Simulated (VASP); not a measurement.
Write the native input for VASP 6.6.1 that does the following.

* Task: single point
* Functional: PBE
* Dispersion: D3(BJ)
* Potentials or basis: VASP PAW PBE potentials, release 64 (Ba_sv, Ti_sv, O)
* Cutoff: 520 eV
* k mesh: 6 × 6 × 6
* Occupations: gaussian, width 0.01 eV
* Spin: no spin polarisation
* Hubbard terms: Ti d U = 6.0 eV
* Dipole correction: no
* Further INCAR settings: ALGO = Normal; EDIFF = 1e-07; NBANDS = 28

The structure of BaTiO3 lies in POSCAR:

```
BaTiO3
1.0
    3.9998000000      0.0000000000      0.0000000000
    0.0000000000      3.9998000000      0.0000000000
    0.0000000000      0.0000000000      4.0180000000
Ba Ti O
1 1 3
Direct
    0.0000000000      0.0000000000      0.0000000000
    0.5000000000      0.5000000000      0.4900000000
    0.5000000000      0.5000000000      0.0190000000
    0.5000000000      0.0000000000      0.5170000000
    0.0000000000      0.5000000000      0.5170000000
```

The input as run:

INCAR

```
SYSTEM = BaTiO3
PREC     = Accurate       ! precision mode
ENCUT    = 520            ! plane-wave cutoff, eV
EDIFF    = 1E-7           ! SCF threshold, eV
ISMEAR   = 0              ! smearing method
SIGMA    = 0.01           ! smearing width, eV
LREAL    = .False.        ! projectors in reciprocal space
LASPH    = .True.         ! aspherical terms in the spheres
NELM     = 150            ! most SCF steps
ALGO     = Normal         ! electronic algorithm
ISIF     = 2              ! what is computed and relaxed
LWAVE    = .False.        ! write WAVECAR
LCHARG   = .False.        ! write CHGCAR
LMAXMIX  = 4              ! l up to which the mixer works
LDAU     = .True.         ! DFT+U
LDAUTYPE = 2            
LDAUL    = -1 2 -1        ! shell
LDAUU    = 0 6 0          ! U, eV
LDAUJ    = 0 0 0        
LDAUPRINT= 1            
GGA      = PE             ! functional
IVDW     = 12             ! dispersion correction
NBANDS   = 28             ! bands
```

KPOINTS

```
regular mesh
0
Gamma
  6 6 6
  0 0 0
```

Potentials or basis: VASP PAW PBE potentials, release 64 (Ba_sv, Ti_sv, O).

Command:

```sh
$ cat potpaw_PBE.64/Ba_sv/POTCAR potpaw_PBE.64/Ti_sv/POTCAR potpaw_PBE.64/O/POTCAR > POTCAR
$ mpirun -np 1 vasp_std > vasp.out
```

Results of the run:

```
Pressure                   : 5.8 GPa
Largest force              : 0.766 eV/Å
Band gap on the k mesh     : 2.52 eV (least direct gap 2.84 eV)
Dispersion energy per atom : -0.264 eV
```

Caveat: the cell stands under pressure; spin-orbit coupling is left out, which moves the levels of the heavy elements.

Wall time 58 s on 1 thread of Intel(R) Xeon(R) Platinum 8488C (Sapphire Rapids) (shared host), peak memory 0.23 GiB.
